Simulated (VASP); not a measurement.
Wanted: the native input for a VASP 6.6.1 run.

```yaml
Task: single point
Functional: PBEsol
Potentials_or_basis: VASP PAW PBE potentials, release 64 (Sr_sv, O)
Cutoff: 520 eV
k_mesh: 6 × 6 × 4
Occupations: gaussian, width 0.02 eV
Spin: no spin polarisation
Dipole_correction: no
Further_INCAR_settings: ALGO = Normal; EDIFF = 1e-06; NBANDS = 24
```

The structure of SrO lies in POSCAR:

```
SrO
1.0
    4.2754660000      0.0000000000      0.0000000000
   -2.1377330000      3.7026620000      0.0000000000
    0.0000000000      0.0000000000      5.1555950000
Sr O
2 2
Direct
    0.3333333333      0.6666666667      0.9381280000
    0.6666666667      0.3333333333      0.4381280000
    0.3333333333      0.6666666667      0.4368720000
    0.6666666667      0.3333333333      0.9368720000
```

The input as run:

INCAR

```
PREC = Accurate ; ENCUT = 520
EDIFF = 1E-6 ; ISMEAR = 0
SIGMA = 0.02 ; LREAL = False
LASPH = True ; NELM = 80
ALGO = Normal ; ISIF = 2
LWAVE = False ; LCHARG = False
GGA = PS ; NBANDS = 24
```

KPOINTS

```
Automatic mesh
0
Gamma
  6 6 4
```

Potentials or basis: VASP PAW PBE potentials, release 64 (Sr_sv, O).

Command:

```bash
$ cat potpaw_PBE.64/Sr_sv/POTCAR potpaw_PBE.64/O/POTCAR > POTCAR
$ mpirun -np 1 vasp_std > vasp.out
```

Results of the run:

- Pressure: -1.5 GPa
- Largest force: 0.013 eV/Å
- Band gap on the k mesh: 2.50 eV, direct

Caveat: the PAW data sets were made with another functional, which shifts forces and pressure a little.

It took 27 s on 1 thread of AMD EPYC 9R14 (Zen 4), with other jobs on the host, peak memory 0.18 GiB.
